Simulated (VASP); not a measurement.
A run of VASP 6.6.1 is set up as follows.

The input INCAR:

```
PREC     = Accurate       # precision mode
ENCUT    = 520            # plane-wave cutoff, eV
EDIFF    = 1E-6           # SCF threshold, eV
ISMEAR   = -1             # smearing method
SIGMA    = 0.08           # smearing width, eV
LREAL    = False          # projectors in reciprocal space
LASPH    = True           # aspherical terms in the spheres
NELM     = 80             # most SCF steps
ALGO     = Normal         # electronic algorithm
ISIF     = 2              # what is computed and relaxed
LWAVE    = False          # write WAVECAR
LCHARG   = False          # write CHGCAR
GGA      = PE             # functional
NBANDS   = 8              # bands
```

The input KPOINTS:

```
Automatic mesh
0
Gamma
  13 13 13
```

The input POSCAR:

```
Li
1.0
    0.0000000000      2.2165832064      2.2165832064
    2.2165832064      0.0000000000      2.2165832064
    2.2165832064      2.2165832064      0.0000000000
Li
1
Direct
    0.0000000000      0.0000000000      0.0000000000
```

Potentials or basis: VASP PAW PBE potentials, release 64 (Li_sv).

Command:

```console
$ cat potpaw_PBE.64/Li_sv/POTCAR > POTCAR
$ mpirun -np 1 vasp_std > vasp.out
```

Task: What does it give for the band gap on the k mesh?

Result: Zero (an odd number of electrons rules out a gap without spin polarisation).
